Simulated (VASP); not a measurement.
Input of a VASP 6.6.1 run:

INCAR

```
  PREC = Accurate
  ENCUT = 520
  EDIFF = 1E-6
  ISMEAR = 0
  SIGMA = 0.1
  LREAL = F
  LASPH = T
  NELM = 150
  ALGO = Normal
  ISIF = 2
  LWAVE = F
  LCHARG = F
  ISPIN = 2
  MAGMOM = 7.53 0
  LORBIT = 11
  LMAXMIX = 6
  GGA = PE
  NBANDS = 22
```

The input KPOINTS:

```
Automatic mesh
0
Gamma
  18 18 18
```

Contents of POSCAR:

```
GdN
1.0
   -1.7620066503      1.7620066503      2.4922567870
    1.7620066503     -1.7620066503      2.4922567870
    1.7620066503      1.7620066503     -2.4922567870
Gd N
1 1
Direct
    0.3017332556      0.3017332556      0.0000000000
    0.8017384944      0.8017384944      0.0000000000
```

Potentials or basis: VASP PAW PBE potentials, release 64 (Gd, N).

Command:

```sh
$ cat potpaw_PBE.64/Gd/POTCAR potpaw_PBE.64/N/POTCAR > POTCAR
$ mpirun -np 1 vasp_std > vasp.out
```

(1) Estimate the site moments.

(2) Estimate the band gap on the k mesh.

(3) What does it give for the net moment?

Answers

(1) Gd +6.80; N -0.09 μB.

(2) zero (filled and empty bands overlap).

(3) 7.00 μB per cell.

Caveat: spin-orbit coupling is left out, which moves the levels of the heavy elements; a cell with one magnetic atom can't hold antiferromagnetic order, which such compounds often take; semilocal functionals describe open f shells poorly, which spoils levels, moments and volumes.
